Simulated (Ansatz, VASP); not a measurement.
**NbP in VASP and in Ansatz**

The input INCAR:

```
PREC = Accurate
ENCUT = 520
EDIFF = 1E-6
ISMEAR = -1
SIGMA = 0.05
LREAL = False
LASPH = True
NELM = 80
ALGO = Normal
ISIF = 2
LWAVE = False
LCHARG = False
GGA = PS
NBANDS = 26
```

Contents of KPOINTS:

```
regular mesh
0
Gamma
  11 11 11
```

POSCAR

```
NbP
1.0
   -1.6969642459      1.6969642459      5.8156445774
    1.6969642459     -1.6969642459      5.8156445774
    1.6969642459      1.6969642459     -5.8156445774
Nb P
2 2
Direct
    0.2498808000      0.7498808000      0.5000000000
    0.4998808000      0.4998808000      0.0000000000
    0.8327477700      0.3327477700      0.5000000000
    0.0827477700      0.0827477700      0.0000000000
```

Contents of input.yaml:

```yaml
crystal:
  lattice:
    - [-1.6969642459, 1.6969642459, 5.8156445774]
    - [1.6969642459, -1.6969642459, 5.8156445774]
    - [1.6969642459, 1.6969642459, -5.8156445774]
  atoms:
    - { symbol: Nb, position: [0.2498808, 0.7498808, 0.5] }
    - { symbol: Nb, position: [0.4998808, 0.4998808, 0.0] }
    - { symbol: P, position: [0.83274777, 0.33274777, 0.5] }
    - { symbol: P, position: [0.08274777, 0.08274777, 0.0] }
kpoints:
  mp_grid: { grid: [11, 11, 11] }
scf:
  occupations: { method: fermi_dirac, width: 0.05 }
hamiltonian:
  xc: pbesol
  pseudopotentials: { kind: all_electron, lapw: { basis_error: 0.002 } }
output:
  forces: true
  stress: true
  eigenvalues: true
```

Change from the starting cell: volume scaled by 1.04.

Alike in both runs: task single point; functional PBEsol; k mesh 11 × 11 × 11; occupations fermi-dirac, width 0.05 eV; no spin polarisation.

|  | VASP | Ansatz |
| --- | --- | --- |
| version | VASP 6.6.1 | Ansatz 0.2.0 |
| potentials or method | VASP PAW PBE potentials, release 64 (Nb_sv, P), cutoff 520 eV | all-electron LAPW, scalar-relativistic |

|  | VASP | Ansatz | Ansatz less VASP |
| --- | --- | --- | --- |
| gap on the k mesh at the Fermi level (eV) | none | none | - |
| pressure (GPa) | -12.9 | -12.7 | +0.19 |
| traceless stress, the component that is largest in VASP (GPa) | 0.54 | 0.54 | -0.007 |

VASP's potentials were made for PBE, not for PBEsol. A gap of «none» marks a metal or a gap that the smearing closes. Ansatz ran all-electron here, and VASP with PAW potentials.
